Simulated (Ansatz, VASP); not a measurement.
# Two plane-wave programs on Ru

Contents of INCAR:

```
PREC = Accurate
ENCUT = 500
EDIFF = 1E-7
ISMEAR = 0
SIGMA = 0.1
LREAL = F
LASPH = T
NELM = 120
ALGO = Normal
ISIF = 3
LWAVE = F
LCHARG = F
GGA = PS
IBRION = 2
NSW = 100
EDIFFG = -0.01
GGA_COMPAT = F
NELMIN = 4
```

File KPOINTS:

```
Automatic mesh
0
Gamma
  20 20 20
```

File POSCAR:

```
Ru
1.0
    0.0000000000      1.8823044709      1.8823044709
    1.8823044709      0.0000000000      1.8823044709
    1.8823044709      1.8823044709      0.0000000000
Ru
1
Direct
    0.0000000000      0.0000000000      0.0000000000
```

Input for Ansatz:

```yaml
crystal:
  lattice:
    - [0.0, 1.8823044709, 1.8823044709]
    - [1.8823044709, 0.0, 1.8823044709]
    - [1.8823044709, 1.8823044709, 0.0]
  atoms:
    - { symbol: Ru, position: [0.0, 0.0, 0.0] }
basis:
  ecutwfc: 420
kpoints:
  mp_grid: { grid: [20, 20, 20] }
hamiltonian:
  xc: pbesol
scf:
  occupations: { method: gaussian, width: 0.1 }
output:
  forces: true
  stress: true
  eigenvalues: true
relax:
  adjacent_minimum: "off"
  f_tol: 0.01
  max_steps: 80
  cell: { stress_tol: 0.05 }
```

Alike in both runs: task relaxation of cell and atoms; functional PBEsol; k mesh 20 × 20 × 20; occupations gaussian, width 0.1 eV; no spin polarisation.

|  | VASP | Ansatz |
| --- | --- | --- |
| version | VASP 6.6.1 | Ansatz 0.2.0 |
| potentials or method | VASP PAW PBE potentials, release 64 (Ru_pv), cutoff 500 eV | scalar-relativistic, plane waves, PAW |
| valence electrons in the cell | 14 | 16 |

|  | VASP | Ansatz | Ansatz less VASP |
| --- | --- | --- | --- |
| gap on the k mesh at the Fermi level, each at its own relaxed structure (eV) | none | none | - |
| relaxed volume (Å³/atom) | 13.38 | 13.38 | +0.002 |
| relaxed cell length with the largest relative difference (Å) | 2.665 | 2.665 | +0.0001 |

VASP's potentials were made for PBE, not for PBEsol. A gap of «none» marks a metal or a gap that the smearing closes. VASP's potentials hold 14 valence electrons a cell and Ansatz's 16, so a difference there can come from the potentials and not from the codes.
